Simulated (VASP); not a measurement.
# Na2Cl3 (P4/mmm) in VASP: single point with PBE

Aim: the single point of Na2Cl3 with PBE.

Everything below comes from runs of VASP 6.6.1. Logs are shortened: lines on timing, memory, paths and dates and some standing lists are left out, and cuts for length are marked.

### 1 The cell of the first run

The structure is tetragonal, space group P4/mmm (No. 123). Conventional cell: a = 4.265 Å, b = 4.265 Å, c = 6.968 Å, α = 90.00°, β = 90.00°, γ = 90.00°. Within 2.9 Å of Na (site symmetry 4mm) lie 5 Cl at 2.22 to 2.48 Å and 1 Na at 2.54 Å. Within 2.9 Å of Cl (site symmetry 4/mmm) lie 2 Na at 2.22 Å. Cl (site symmetry mmm) has 4 Na at 2.48 Å and 4 Cl at 3.02 Å within 3.3 Å.

The cell was built from a structure type or drawn by symmetry, and may not be a known phase.

### 2 Single point, PBE

Input file INCAR:

```
SYSTEM = Na2Cl3
PREC = Accurate
ENCUT = 520
EDIFF = 1E-6
ISMEAR = 0
SIGMA = 0.1
LREAL = .FALSE.
LASPH = .TRUE.
NELM = 60
ALGO = Normal
ISIF = 2
LWAVE = .FALSE.
LCHARG = .TRUE.
GGA = PE
LELF = .TRUE.
LVHAR = .TRUE.
NBANDS = 26
```

Input file KPOINTS:

```
Automatic mesh
0
G
  4 4 4
  0 0 0
```

Input file POSCAR:

```
Na2Cl3
1.0
    4.2645204900      0.0000000000      0.0000000000
    0.0000000000      4.2645204900      0.0000000000
    0.0000000000      0.0000000000      6.9675402700
Na Cl
2 3
Direct
    0.0000000000      0.0000000000      0.6819930200
    0.0000000000      0.0000000000      0.3180069800
    0.0000000000      0.0000000000      0.0000000000
    0.0000000000      0.5000000000      0.5000000000
    0.5000000000      0.0000000000      0.5000000000
```

Potentials or basis: VASP PAW PBE potentials, release 64 (Na_pv, Cl).

Command:

```console
$ cat potpaw_PBE.64/Na_pv/POTCAR potpaw_PBE.64/Cl/POTCAR > POTCAR
$ mpirun -np 1 vasp_std > vasp.out
```

OUTCAR:

```text
SYSTEM = Na2Cl3
   PREC = Accurate
   ENCUT = 520
   EDIFF = 1E-6
   ISMEAR = 0
   LREAL = .FALSE.
   LASPH = .TRUE.
   NELM = 60
   ISIF = 2
   GGA = PE

 ion  position               nearest neighbor table
   1  0.000  0.000  0.682-   3 2.22   4 2.48   5 2.48   4 2.48   5 2.48   2 2.54
   2  0.000  0.000  0.318-   3 2.22   4 2.48   5 2.48   4 2.48   5 2.48   1 2.54
   3  0.000  0.000  0.000-   1 2.22   2 2.22
   4  0.000  0.500  0.500-   1 2.48   2 2.48   1 2.48   2 2.48
   5  0.500  0.000  0.500-   1 2.48   2 2.48   1 2.48   2 2.48

  LATTYP: Found a simple tetragonal cell.
 ALAT       =     4.2645204900
 C/A-ratio  =     1.6338390884

  Lattice vectors:

 A1 = (   4.2645204900,   0.0000000000,   0.0000000000)
 A2 = (   0.0000000000,   4.2645204900,   0.0000000000)
 A3 = (   0.0000000000,   0.0000000000,   6.9675402700)

Analysis of symmetry for initial positions (statically):
=====================================================================
 Subroutine PRICEL returns:
 Original cell was already a primitive cell.

 Routine SETGRP: Setting up the symmetry group for a
 simple tetragonal supercell.

 Subroutine GETGRP returns: Found 16 space group operations
 (whereof 16 operations were pure point group operations)
 out of a pool of 16 trial point group operations.

The static configuration has the point symmetry D_4h.

Analysis of symmetry for dynamics (positions and initial velocities):
=====================================================================
 Subroutine PRICEL returns:
 Original cell was already a primitive cell.

 Routine SETGRP: Setting up the symmetry group for a
 simple tetragonal supercell.

 Subroutine GETGRP returns: Found 16 space group operations
 (whereof 16 operations were pure point group operations)
 out of a pool of 16 trial point group operations.

The dynamic configuration has the point symmetry D_4h.

 Subroutine INISYM returns: Found 16 space group operations
 (whereof 16 operations are pure point group operations),
 and found     1 'primitive' translations

----------------------------------------------------------------------------------------

                                     Primitive cell

  volume of cell :     126.7126

  direct lattice vectors                    reciprocal lattice vectors
     4.264520490  0.000000000  0.000000000     0.234492952  0.000000000  0.000000000
     0.000000000  4.264520490  0.000000000     0.000000000  0.234492952  0.000000000
     0.000000000  0.000000000  6.967540270     0.000000000  0.000000000  0.143522672

  length of vectors
     4.264520490  4.264520490  6.967540270     0.234492952  0.234492952  0.143522672

  position of ions in fractional coordinates (direct lattice)
     0.000000000  0.000000000  0.681993020
     0.000000000  0.000000000  0.318006980
     0.000000000  0.000000000  0.000000000
     0.000000000  0.500000000  0.500000000
     0.500000000  0.000000000  0.500000000

  ion indices of the primitive-cell ions
   primitive index   ion index
                 1           1
                 2           2
                 3           3
                 4           4
                 5           5

----------------------------------------------------------------------------------------

 KPOINTS: Automatic mesh

Automatic generation of k-mesh.
 Grid dimensions read from file:
 generate k-points for:    4    4    4

 Generating k-lattice:

  Cartesian coordinates                     Fractional coordinates (reciprocal lattice)
     0.058623238  0.000000000  0.000000000     0.250000000  0.000000000  0.000000000
     0.000000000  0.058623238  0.000000000     0.000000000  0.250000000  0.000000000
     0.000000000  0.000000000  0.035880668     0.000000000  0.000000000  0.250000000

  Length of vectors
     0.058623238  0.058623238  0.035880668

  Shift w.r.t. Gamma in fractional coordinates (k-lattice)
     0.000000000  0.000000000  0.000000000

 Subroutine IBZKPT returns following result:
 ===========================================

 Found     18 irreducible k-points:

 Following reciprocal coordinates:
            Coordinates               Weight
  0.000000  0.000000  0.000000      1.000000
  0.250000  0.000000  0.000000      4.000000
  0.500000  0.000000  0.000000      2.000000
  0.250000  0.250000  0.000000      4.000000
  0.500000  0.250000  0.000000      4.000000
  0.500000  0.500000  0.000000      1.000000
[... 10 lines left out ...]
  0.500000  0.250000  0.500000      4.000000
  0.500000  0.500000  0.500000      1.000000
   k-points           NKPTS =     18   k-points in BZ     NKDIM =     18   number of bands    NBANDS=     26
   number of dos      NEDOS =    301   number of ions     NIONS =      5
   total plane-waves  NPLWV =  55296
   dimension x,y,z NGX =    32 NGY =   32 NGZ =   54
   dimension x,y,z NGXF=    64 NGYF=   64 NGZF=  108
   ions per type =               2   3
   NGX,Y,Z   is equivalent  to a cutoff of  12.47, 12.47, 12.88 a.u.
   NGXF,Y,Z  is equivalent  to a cutoff of  24.95, 24.95, 25.77 a.u.
 SYSTEM =  Na2Cl3
   PREC   = accura    normal or accurate (medium, high low for compatibility)
   ISTART =      0    job   : 0-new  1-cont  2-samecut
   ICHARG =      2    charge: 1-file 2-atom 10-const
   ISPIN  =      1    spin polarized calculation?
   LNONCOLLINEAR =      F non collinear calculations
   LSORBIT =      F    spin-orbit coupling
   LASPH  =      T    aspherical Exc in radial PAW
   ENCUT  =  520.0 eV  38.22 Ry    6.18 a.u.   7.93  7.93 12.96*2*pi/ulx,y,z
   NELM   =     60;   NELMIN=  2; NELMDL= -5     # of ELM steps
   EDIFF  = 0.1E-05   stopping-criterion for ELM
   LREAL  =      F    real-space projection
   EDIFFG = 0.1E-04   stopping-criterion for IOM
   NSW    =      0    number of steps for IOM
   IBRION =     -1    ionic relax: 0-MD 1-quasi-New 2-CG
   NFREE  =      0    steps in history (QN), initial steepest desc. (CG)
   ISIF   =      2    stress and relaxation
   ISYM   =      2    0-nonsym 1-usesym 2-fastsym
   POTIM  = 0.5000    time-step for ionic-motion
   TEBEG  =    0.0;   TEEND  =   0.0 temperature during run
   PSTRESS=    0.0 pullay stress
   NELECT =      35.0000    total number of electrons
   NUPDOWN=      -1.0000    fix difference up-down
   EMIN   =  10.00;   EMAX   =-10.00  energy-range for DOS
   EFERMI =   0.00;   METHOD = LEGACY
   ISMEAR =     0;   SIGMA  =   0.10  broadening in eV -4-tet -1-fermi 0-gaus
   EFERMI_NEDOS =   21; number of points for ismear=-14 and -15
   IALGO  =     38    algorithm
   IMIX   =      4    mixing-type and parameters
     AMIX     =   0.40;   BMIX     =  1.00
     AMIX_MAG =   1.60;   BMIX_MAG =  1.00
  volume/ion in A,a.u.               =      25.34       171.02
  Fermi-wavevector in a.u.,A,eV,Ry     =   1.066164  2.014759 15.465834  1.136707
  Thomas-Fermi vector in A             =   2.201740
   LORBIT       =      0    0 simple, 1 ext, 2 COOP (PROOUT), +10 PAW based schemes
   GGA     = PE    functional components
   LHFCALC =     F    Hartree Fock is set to
   AEXX    =    0.0000 exact exchange contribution
   IVDW    =     0    specifies the selected vdW correction
   LEPSILON=     F    determine dielectric tensor
   LRPA    =     F    only Hartree local field effects (RPA)
 non-spin polarized calculation
 Gauss-broadening in eV      SIGMA  =   0.10
  energy-cutoff  :      520.00
  volume of cell :      126.71
 maximum number of plane-waves:      3440
 NGX is ok and might be reduce to    32
   NGX = 15   NGY = 15   NGZ = 25

 number of electron      34.9999967 magnetization

 Free energy of the ion-electron system (eV)
  ---------------------------------------------------
  ext. energy  EPLUGINS =         0.00000000
  ---------------------------------------------------
  free energy    TOTEN  =       -11.91893877 eV

  energy without entropy =      -11.88138752  energy(sigma->0) =      -11.90016315

 E-fermi :  -1.1259     XC(G=0):  -7.4190

 val. band max:       -1.1518259580   @ k =   0.5000   0.0000   0.0000
 cond. band min:      -0.9666783942   @ k =   0.2500   0.2500   0.5000
 fundamental gap:      0.1851475638
 Fermi energy:        -1.1258633509

 k-point     1 :       0.0000    0.0000    0.0000
  band No.  band energies     occupation
      1     -22.4148      2.00000
      2     -22.1239      2.00000
      3     -22.1239      2.00000
      4     -22.0618      2.00000
      5     -22.0618      2.00000
      6     -22.0428      2.00000
[... 18 lines left out ...]
     25       8.7255      0.00000
     26       8.8598      0.00000

 k-point     2 :       0.2500    0.0000    0.0000
  band No.  band energies     occupation
      1     -22.4091      2.00000
      2     -22.1431      2.00000
      3     -22.1234      2.00000
      4     -22.0666      2.00000
      5     -22.0616      2.00000
      6     -22.0425      2.00000
[... 18 lines left out ...]
     25       9.4922      0.00000
     26       9.9294      0.00000

 k-point     3 :       0.5000    0.0000    0.0000
  band No.  band energies     occupation
      1     -22.4027      2.00000
      2     -22.1628      2.00000
      3     -22.1229      2.00000
      4     -22.0713      2.00000
      5     -22.0614      2.00000
      6     -22.0423      2.00000
[... 18 lines left out ...]
     25      10.4604      0.00000
     26      10.8101      0.00000

 k-point     4 :       0.2500    0.2500    0.0000
  band No.  band energies     occupation
      1     -22.4036      2.00000
      2     -22.1425      2.00000
      3     -22.1423      2.00000
      4     -22.0664      2.00000
      5     -22.0663      2.00000
      6     -22.0422      2.00000
[... 18 lines left out ...]
     25       9.3630      0.00000
     26       9.6031      0.00000
[... 322 lines left out ...]
      1     -22.3779      2.00000
      2     -22.1419      2.00000
      3     -22.1419      2.00000
      4     -22.0712      2.00000
      5     -22.0667      2.00000
      6     -22.0667      2.00000
[... 18 lines left out ...]
     25       9.8203      0.00000
     26       9.9749      0.00000

 k-point    17 :       0.5000    0.2500    0.5000
  band No.  band energies     occupation
      1     -22.3717      2.00000
      2     -22.1615      2.00000
      3     -22.1413      2.00000
      4     -22.0715      2.00000
      5     -22.0708      2.00000
      6     -22.0665      2.00000
[... 18 lines left out ...]
     25      10.2016      0.00000
     26      10.6293      0.00000

 k-point    18 :       0.5000    0.5000    0.5000
  band No.  band energies     occupation
      1     -22.3657      2.00000
      2     -22.1607      2.00000
      3     -22.1607      2.00000
      4     -22.0713      2.00000
      5     -22.0713      2.00000
      6     -22.0704      2.00000
[... 18 lines left out ...]
     25      10.0893      0.00000
     26      10.0893      0.00000

------------------------ aborting loop because EDIFF is reached ----------------------------------------

  FORCE on cell =-STRESS in cart. coord.  units (eV):
  Direction    XX          YY          ZZ          XY          YZ          ZX
  --------------------------------------------------------------------------------------
  -------------------------------------------------------------------------------------
  Total        6.7184955      6.7184955     16.7152178      0.0000000      0.0000000      0.0000000
  in kB       84.9498688     84.9498688    211.3502297      0.0000000      0.0000000      0.0000000
  external PRESSURE =     127.0833224 kB  Pullay stress =       0.0000000 kB

 VOLUME and BASIS-vectors are now :
 -----------------------------------------------------------------------------
  energy-cutoff  :      520.00
  volume of cell :      126.71
      direct lattice vectors                 reciprocal lattice vectors
     4.264520490  0.000000000  0.000000000     0.234492952  0.000000000  0.000000000
     0.000000000  4.264520490  0.000000000     0.000000000  0.234492952  0.000000000
     0.000000000  0.000000000  6.967540270     0.000000000  0.000000000  0.143522672

 POSITION                                       TOTAL-FORCE (eV/Angst)
 -----------------------------------------------------------------------------------
      0.00000      0.00000      4.75181         0.000000      0.000000      0.038924
      0.00000      0.00000      2.21573        -0.000000     -0.000000     -0.038924
      0.00000      0.00000      0.00000         0.000000     -0.000000      0.000000
      0.00000      2.13226      3.48377         0.000000     -0.000000      0.000000
      2.13226      0.00000      3.48377         0.000000     -0.000000      0.000000
 -----------------------------------------------------------------------------------
    total drift:                                0.000000      0.000000     -0.000000

  FREE ENERGIE OF THE ION-ELECTRON SYSTEM (eV)
  ---------------------------------------------------
  free  energy   TOTEN  =       -11.9189387696 eV

  energy  without entropy=      -11.8813875248  energy(sigma->0) =      -11.90016315
```

Wall time 83 s (1 thread of AMD EPYC 7R13, shared host); peak memory 0.2 GiB.

Results:

```yaml
Free_energy: -11.9189 eV
Pressure: 12.7 GPa
Largest_force: 0.039 eV/Å
Band_gap_on_the_k_mesh: zero (an odd number of electrons rules out a gap without spin polarisation)
```

Forces on the atoms (eV/Å):
```
Na   0.000  0.000  0.039
Na   0.000  0.000 -0.039
Cl   0.000  0.000  0.000
Cl   0.000  0.000  0.000
Cl   0.000  0.000  0.000
```

Caveat: the k points lie up to 0.37 Å⁻¹ apart, too coarse for converged energies and pressures of a metal; an odd number of electrons without spin polarisation forces a metal; a magnetic or distorted state may lie lower.
